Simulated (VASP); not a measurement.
A run of VASP 6.6.1:

File INCAR:

```
PREC = Accurate
ENCUT = 520
EDIFF = 1E-6
ISMEAR = 0
SIGMA = 0.1
LREAL = False
LASPH = True
NELM = 80
ALGO = Fast
ISIF = 2
LWAVE = False
LCHARG = False
GGA = PE
NBANDS = 22
```

Contents of KPOINTS:

```
Automatic mesh
0
Gamma
  20 20 20
```

File POSCAR:

```
CsNi2
1.0
   -1.6763496081      1.6763496081      6.0199544537
    1.6763496081     -1.6763496081      6.0199544537
    1.6763496081      1.6763496081     -6.0199544537
Cs Ni
1 2
Direct
    0.0000000000      0.0000000000      0.0000000000
    0.2663533815      0.2663533815      0.0000000000
    0.7336466185      0.7336466185      0.0000000000
```

Potentials or basis: VASP PAW PBE potentials, release 64 (Cs_sv, Ni).

Launch:

```bash
$ cat potpaw_PBE.64/Cs_sv/POTCAR potpaw_PBE.64/Ni/POTCAR > POTCAR
$ mpirun -np 1 vasp_std > vasp.out
```

Hardware: 1 thread of Intel(R) Xeon(R) 6975P-C (Granite Rapids), on a shared host.

Task: Estimate the wall time of this run.

Result: Wall time 21 min on 1 thread of Intel(R) Xeon(R) 6975P-C (Granite Rapids), on a shared host, peak memory 1 GiB. Counts: scf iterations 17, k points 641.
